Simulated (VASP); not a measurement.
# Ta8N7 (a cell with a defect) in VASP: a series of runs, part 2 of 2

VASP 6.6.1.

### 3 Single point, PBE

The input, INCAR:

```
SYSTEM = Ta8N7
PREC = Accurate
ENCUT = 520
EDIFF = 1E-7
ISMEAR = 0
SIGMA = 0.1
LREAL = Auto
LASPH = .True.
NELM = 80
ALGO = Normal
ISIF = 2
LWAVE = .False.
LCHARG = .True.
GGA = PE
LELF = .True.
LVHAR = .True.
NBANDS = 74
```

The input, KPOINTS:

```
Automatic mesh
0
Gamma
  3 3 3
  0 0 0
```

The input, POSCAR:

```
Ta8N7
1.0
    5.8033358200     -0.0000013100      0.0000000000
   -2.9016690400      5.0258355900      0.0000000000
    0.0000000000      0.0000000000      5.6946983200
N Ta
7 8
Direct
   -0.0025524659     -0.0002001664     -0.0036260042
   -0.0025529028     -0.0001989726      0.5037034165
   -0.0025532119      0.4966282625     -0.0036209117
   -0.0025513431      0.4966278646      0.5036999045
    0.5006202342     -0.0001980455     -0.0036207361
    0.5006197563     -0.0002000352      0.5037013093
    0.4984975180      0.4987589841      0.2500388818
    0.1385441990      0.3187653382      0.2500362477
    0.1710005219      0.3349811576      0.7500370977
    0.1651719006      0.8320793909      0.2500392330
    0.1651725132      0.8320692433      0.7500392049
    0.6784759314      0.3187764224      0.2500432718
    0.6622594948      0.3349810867      0.7500416633
    0.6784911593      0.8587164883      0.2500380038
    0.6622594502      0.8262392976      0.7500381513
```

Potentials or basis: VASP PAW PBE potentials, release 64 (N, Ta_pv).

Run with:

```console
$ cat potpaw_PBE.64/N/POTCAR potpaw_PBE.64/Ta_pv/POTCAR > POTCAR
$ mpirun -np 1 vasp_std > vasp.out
```

It took 12 min on 1 thread of Intel Xeon 8259CL, shared host; peak memory 0.35 GiB.

It converged, with:

```yaml
Free_energy: -158.8271 eV
Pressure: 38.3 GPa
Largest_force: 0.090 eV/Å
Band_gap_on_the_k_mesh: zero (an odd number of electrons rules out a gap without spin polarisation)
```

Forces in eV/Å, atoms in the order of the input:
```
N   -0.003  0.002  0.013
N   -0.003  0.002 -0.013
N   -0.001 -0.004  0.013
N   -0.001 -0.004 -0.013
N    0.004  0.002  0.013
N    0.004  0.002 -0.013
N   -0.001  0.002  0.000
Ta  -0.077 -0.045  0.000
Ta   0.056  0.032  0.000
Ta   0.000  0.001  0.000
Ta   0.000  0.001  0.000
Ta   0.078 -0.044  0.000
Ta  -0.058  0.033  0.000
Ta   0.001  0.087  0.000
Ta   0.001 -0.067  0.000
```

Stress tensor (GPa, compression positive):
```
40.56  0.00  0.00
 0.00 40.56  0.00
 0.00  0.00 33.78
```

Levels at points of the mesh, in eV from the Fermi level:
```csv
k point,band 59,band 60,band 61,band 62,band 63,band 64
"(0.00, 0.00, 0.00)",-0.35,-0.32,0.26,0.26,0.55,0.60
```

Caveat: the k points lie up to 0.42 Å⁻¹ apart, too coarse for converged energies and pressures of a metal; spin-orbit coupling is left out, which moves the levels of the heavy elements.

### 4 Single point, PBE

The input, INCAR:

```
PREC = Accurate
ENCUT = 520
EDIFF = 1E-6
ISMEAR = 0
SIGMA = 0.1
LREAL = Auto
LASPH = T
NELM = 60
ALGO = Normal
ISIF = 2
LWAVE = F
LCHARG = F
GGA = PE
NBANDS = 74
```

The input, KPOINTS:

```
regular mesh
0
Gamma
  3 3 3
```

The input, POSCAR:

```
Ta8N7
1.0
    5.8033358200     -0.0000013100      0.0000000000
   -2.9016690400      5.0258355900      0.0000000000
    0.0000000000      0.0000000000      5.6946983200
N Ta
7 8
Direct
   -0.0021677233     -0.0006199970     -0.0000563682
   -0.0015970278     -0.0012220858      0.4999532618
   -0.0021810351      0.4978909382     -0.0000630411
   -0.0015804420      0.4990817851      0.4999327164
    0.4992969168     -0.0006280241     -0.0000526806
    0.4980945862     -0.0012313072      0.4999573006
    0.4983134115      0.4988980654      0.4999328920
    0.1658313068      0.3326205538      0.2506810580
    0.1658150873      0.3325970751      0.7491720826
    0.1649748095      0.8321969832      0.2487446956
    0.1649751932      0.8321949935      0.7511532235
    0.6645506613      0.3326284437      0.2506987938
    0.6645480565      0.3326101383      0.7491683949
    0.6645881128      0.8313994351      0.2507151248
    0.6645557585      0.8313305909      0.7492166855
```

Potentials or basis: VASP PAW PBE potentials, release 64 (N, Ta_pv).

Run with:

```console
$ cat potpaw_PBE.64/N/POTCAR potpaw_PBE.64/Ta_pv/POTCAR > POTCAR
$ mpirun -np 1 vasp_std > vasp.out
```

OUTCAR:

```text
PREC = Accurate
   ENCUT = 520
   EDIFF = 1E-6
   ISMEAR = 0
   LREAL = Auto
   LASPH = T
   NELM = 60
   ISIF = 2
   GGA = PE

 ion  position               nearest neighbor table
   1  0.998  0.999  1.000-  11 2.20  10 2.20   8 2.20   9 2.20  15 2.20  14 2.20
   2  0.998  0.999  0.500-   9 2.20  14 2.20  15 2.20   8 2.20  11 2.20  10 2.20
   3  0.998  0.498  1.000-  11 2.20  10 2.20   8 2.20  12 2.20  13 2.20   9 2.20
   4  0.998  0.499  0.500-  12 2.20  13 2.20   9 2.20   8 2.20  10 2.20  11 2.20
[... 1305 lines left out ...]
  volume of cell :      166.10
      direct lattice vectors                 reciprocal lattice vectors
     5.803335820 -0.000001310  0.000000000     0.172314710  0.099485996  0.000000000
    -2.901669040  5.025835590  0.000000000     0.000000045  0.198971915  0.000000000
     0.000000000  0.000000000  5.694698320     0.000000000  0.000000000  0.175601927

 POSITION                                       TOTAL-FORCE (eV/Angst)
 -----------------------------------------------------------------------------------
      2.89089      5.02272      5.69438        -0.001651     -0.001414      0.000229
      2.89594      5.01969      2.84708         0.001221     -0.001931     -0.000542
      4.34596      2.50232      5.69434        -0.000277     -0.003206     -0.000159
      4.34599      2.50830      2.84697        -0.000880     -0.000821      0.000499
     -0.00226      5.02268      5.69440         0.001109     -0.000721      0.000056
     -0.00749      5.01965      2.84711        -0.000100     -0.001406     -0.000704
      1.44424      2.50738      2.84697         0.000337     -0.002867      0.000435
     -0.00278      1.67170      1.42755         0.013402      0.011613     -0.012732
     -0.00281      1.67158      4.26631         0.012994      0.011744      0.015052
     -1.45736      4.18248      1.41653         0.001728      0.001371      0.001667
     -1.45735      4.18248      4.27759         0.002297      0.000399     -0.002977
      2.89143      1.67174      1.42765        -0.013158      0.009587     -0.015460
      2.89147      1.67164      4.26629        -0.012911      0.009288      0.016489
      1.44438      4.17848      1.42775        -0.001870     -0.017861     -0.014645
      1.44439      4.17813      4.26656        -0.002240     -0.013774      0.012793
 -----------------------------------------------------------------------------------
    total drift:                                0.011447      0.009391      0.000029

  FREE ENERGIE OF THE ION-ELECTRON SYSTEM (eV)
  ---------------------------------------------------
  free  energy   TOTEN  =      -166.2686980780 eV

  energy  without entropy=     -166.2290002009  energy(sigma->0) =     -166.24884914
```

Wall time 17 min (1 thread of Intel Xeon 8259CL, shared host); peak memory 0.36 GiB.

Results:

| Item | Value |
| --- | --- |
| Free energy | -166.2687 eV |
| Pressure | 17.9 GPa |
| Largest force | 0.023 eV/Å |
| Band gap on the k mesh | zero (an odd number of electrons rules out a gap without spin polarisation) |

Forces in eV/Å, atoms in the order of the input:
```
N   -0.002 -0.001  0.000
N    0.001 -0.002 -0.001
N    0.000 -0.003  0.000
N   -0.001 -0.001  0.000
N    0.001 -0.001  0.000
N    0.000 -0.001 -0.001
N    0.000 -0.003  0.000
Ta   0.013  0.012 -0.013
Ta   0.013  0.012  0.015
Ta   0.002  0.001  0.002
Ta   0.002  0.000 -0.003
Ta  -0.013  0.010 -0.015
Ta  -0.013  0.009  0.016
Ta  -0.002 -0.018 -0.015
Ta  -0.002 -0.014  0.013
```

Caveat: the k points lie up to 0.42 Å⁻¹ apart, too coarse for converged energies and pressures of a metal; spin-orbit coupling is left out, which moves the levels of the heavy elements.

### 5 Overview

| cell | gap on the mesh (eV) | pressure (GPa) | largest force (eV/Å) |
| --- | --- | --- | --- |
| as given, atomic positions A | none | 17.9 | 0.02 |
| as given, atomic positions B | none | 38.3 | 0.09 |
| as given, atomic positions C | none | 17.9 | 0.02 |

Alike in all rows: task single point; level PBE; potentials or basis VASP PAW PBE potentials, release 64 (N, Ta_pv); no spin polarisation; k mesh 3 × 3 × 3; cutoff (eV) 520; smearing gaussian 0.1 eV.

Caveats: all runs use coarse meshes; spin-orbit coupling is left out, which moves the levels of the heavy elements.

Absolute energies hang on the potentials; compare differences alone.
